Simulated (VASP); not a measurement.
Input of a VASP 6.6.1 run:

File POSCAR:

```
InSb
1.0
    0.0000000000      3.2795130175      3.2795130175
    3.2795130175      0.0000000000      3.2795130175
    3.2795130175      3.2795130175      0.0000000000
In Sb
1 1
Direct
    0.0000000000      0.0000000000      0.0000000000
    0.2500000000      0.2500000000      0.2500000000
```

File INCAR.step1:

```
SYSTEM = InSb
PREC     = Accurate       ! precision mode
ENCUT    = 520            ! plane-wave cutoff, eV
ISMEAR   = -1             ! smearing method
SIGMA    = 0.02           ! smearing width, eV
LREAL    = .False.        ! projectors in reciprocal space
LASPH    = .True.         ! aspherical terms in the spheres
NELM     = 150            ! most SCF steps
LNONCOLLINEAR= .True.         ! non-collinear magnetism
MAGMOM   = 0 0 0 0 0 0    ! initial moments
LSORBIT  = .True.         ! spin-orbit coupling
GGA_COMPAT= .False.      
NBANDS   = 30             ! bands
GGA      = PE             ! functional
ALGO     = Normal         ! electronic algorithm
EDIFF    = 1E-4           ! SCF threshold, eV
LWAVE    = .True.         ! write WAVECAR
LCHARG   = .False.        ! write CHGCAR
```

The input INCAR.step2:

```
SYSTEM = InSb
PREC     = Accurate       ! precision mode
ENCUT    = 520            ! plane-wave cutoff, eV
EDIFF    = 1E-6           ! SCF threshold, eV
ISMEAR   = -1             ! smearing method
SIGMA    = 0.02           ! smearing width, eV
LREAL    = .False.        ! projectors in reciprocal space
LASPH    = .True.         ! aspherical terms in the spheres
NELM     = 150            ! most SCF steps
ALGO     = Normal         ! electronic algorithm
ISIF     = 2              ! what is computed and relaxed
LWAVE    = .False.        ! write WAVECAR
LCHARG   = .False.        ! write CHGCAR
LNONCOLLINEAR= .True.         ! non-collinear magnetism
MAGMOM   = 0 0 0 0 0 0    ! initial moments
LORBIT   = 11             ! projections on sites
LSORBIT  = .True.         ! spin-orbit coupling
GGA_COMPAT= .False.      
LORBMOM  = .True.       
METAGGA  = R2SCAN         ! meta-GGA
LMIXTAU  = .True.       
NBANDS   = 30             ! bands
ISTART   = 1
```

File KPOINTS:

```
regular mesh
0
Gamma
  6 6 6
  0 0 0
```

Potentials or basis: VASP PAW PBE potentials, release 64 (In_d, Sb).

Launch:

```sh
$ cat potpaw_PBE.64/In_d/POTCAR potpaw_PBE.64/Sb/POTCAR > POTCAR
$ cp INCAR.step1 INCAR
$ mpirun -np 1 vasp_ncl > vasp.out
$ cp INCAR.step2 INCAR
$ mpirun -np 1 vasp_ncl > vasp.out
```

(1) Estimate the net moment.

(2) Predict the pressure.

## Answers

(1) 0.00 μB per cell.

(2) 0.0 GPa.

Caveat: the PAW data sets were made with another functional, which shifts forces and pressure a little.
